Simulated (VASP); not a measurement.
Write the native input for VASP 6.6.1 that does the following.

```
Task                   : single point
Functional             : r2SCAN
Potentials or basis    : VASP PAW PBE potentials, release 64 (Al, Ga_d, N_h)
Cutoff                 : 1460 eV
k mesh                 : 8 × 8 × 6
Occupations            : gaussian, width 0.05 eV
Spin                   : no spin polarisation
Dipole correction      : no
Further INCAR settings : ALGO = Normal; EDIFF = 1e-06; NBANDS = 21
```

The system is AlGaN2.

```
Al Ga N
1.0
     3.07806    0.00000    0.00000
     0.00000    3.07806    0.00000
     0.00000    0.00000    4.42384
Al Ga N
1 1 2
Direct
  0.50000 0.50000 0.50000
  0.00000 0.00000 0.00000
  0.50000 0.00000 0.73826
  0.00000 0.50000 0.26174
```

This cell differs from its parent crystal: strain -0.0200 x Voigt [1, 1, 0, 0, 0, 0].

The input as run:

POSCAR

```
AlGaN2
1.0
    3.0780595077      0.0000000000      0.0000000000
    0.0000000000      3.0780595077      0.0000000000
    0.0000000000      0.0000000000      4.4238379400
Al Ga N
1 1 2
Direct
    0.5000000000      0.5000000000      0.5000000000
    0.0000000000      0.0000000000      0.0000000000
    0.5000000000      0.0000000000      0.7382648100
    0.0000000000      0.5000000000      0.2617351900
```

INCAR.step1

```
PREC     = Accurate       # precision mode
ENCUT    = 1460           # plane-wave cutoff, eV
ISMEAR   = 0              # smearing method
SIGMA    = 0.05           # smearing width, eV
LREAL    = False          # projectors in reciprocal space
LASPH    = True           # aspherical terms in the spheres
NELM     = 120            # most SCF steps
NBANDS   = 21             # bands
GGA      = PE             # functional
ALGO     = Normal         # electronic algorithm
EDIFF    = 1E-5           # SCF threshold, eV
LWAVE    = True           # write WAVECAR
LCHARG   = False          # write CHGCAR
GGA_COMPAT= False
```

INCAR.step2

```
PREC     = Accurate       # precision mode
ENCUT    = 1460           # plane-wave cutoff, eV
EDIFF    = 1E-6           # SCF threshold, eV
ISMEAR   = 0              # smearing method
SIGMA    = 0.05           # smearing width, eV
LREAL    = False          # projectors in reciprocal space
LASPH    = True           # aspherical terms in the spheres
NELM     = 120            # most SCF steps
ALGO     = Normal         # electronic algorithm
ISIF     = 2              # what is computed and relaxed
LWAVE    = False          # write WAVECAR
LCHARG   = False          # write CHGCAR
METAGGA  = R2SCAN         # meta-GGA
LMIXTAU  = True         
NBANDS   = 21             # bands
ISTART   = 1            
GGA_COMPAT= False
```

KPOINTS

```
regular mesh
0
Gamma
  8 8 6
```

Potentials or basis: VASP PAW PBE potentials, release 64 (Al, Ga_d, N_h).

The run is started by

```bash
$ cat potpaw_PBE.64/Al/POTCAR potpaw_PBE.64/Ga_d/POTCAR potpaw_PBE.64/N_h/POTCAR > POTCAR
$ cp INCAR.step1 INCAR
$ mpirun -np 1 vasp_std > vasp.out
$ cp INCAR.step2 INCAR
$ mpirun -np 1 vasp_std > vasp.out
```

It gave:

```json
{
 "Pressure": "8.8 GPa",
 "Largest force": "0.034 eV/Å",
 "Band gap on the k mesh": "3.64 eV"
}
```

Caveat: the cell differs from its parent crystal (strain -0.0200 x Voigt [1, 1, 0, 0, 0, 0]); the cell stands under pressure; the PAW data sets were made with another functional, which shifts forces and pressure a little.

Run time: 12 min on 1 thread of Intel(R) Xeon(R) Platinum 8259CL CPU @ 2.50GHz (Skylake/Cascade Lake), on a shared host, peak memory 0.5 GiB.
